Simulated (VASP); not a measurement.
NaH, 2 atoms in the cell. Symmetry: Fm-3m, No. 225, cubic system. Conventional cell: a = 4.814 Å, b = 4.814 Å, c = 4.814 Å, α = 90.00°, β = 90.00°, γ = 90.00°. Within 3.2 Å of Na (site symmetry m-3m) lie 6 H at 2.41 Å. Within 3.2 Å of H (site symmetry m-3m) lie 6 Na at 2.41 Å.  This cell differs from its parent crystal: volume scaled by 0.96.

* Program: VASP 6.6.1
* Task: single point
* Functional: PBEsol
* Potentials or basis: VASP PAW PBE potentials, release 64 (Na_pv, H)
* Cutoff: 520 eV
* k mesh: 9 × 9 × 9
* Occupations: fermi-dirac, width 0.05 eV
* Spin: no spin polarisation
* Dipole correction: no
* Further INCAR settings: ALGO = Normal; EDIFF = 1e-07; NBANDS = 11

Potentials or basis: VASP PAW PBE potentials, release 64 (Na_pv, H).

Run with:

```sh
$ cat potpaw_PBE.64/Na_pv/POTCAR potpaw_PBE.64/H/POTCAR > POTCAR
$ mpirun -np 1 vasp_std > vasp.out
```

Hardware: 1 thread of Intel(R) Xeon(R) Platinum 8259CL CPU @ 2.50GHz (Skylake/Cascade Lake), on a shared host.

Task: Estimate the wall time of this run.

Result: It took 23 s on 1 thread of Intel(R) Xeon(R) Platinum 8259CL CPU @ 2.50GHz (Skylake/Cascade Lake), on a shared host, peak memory 0.15 GiB. Counts: scf iterations 13, k points 35.
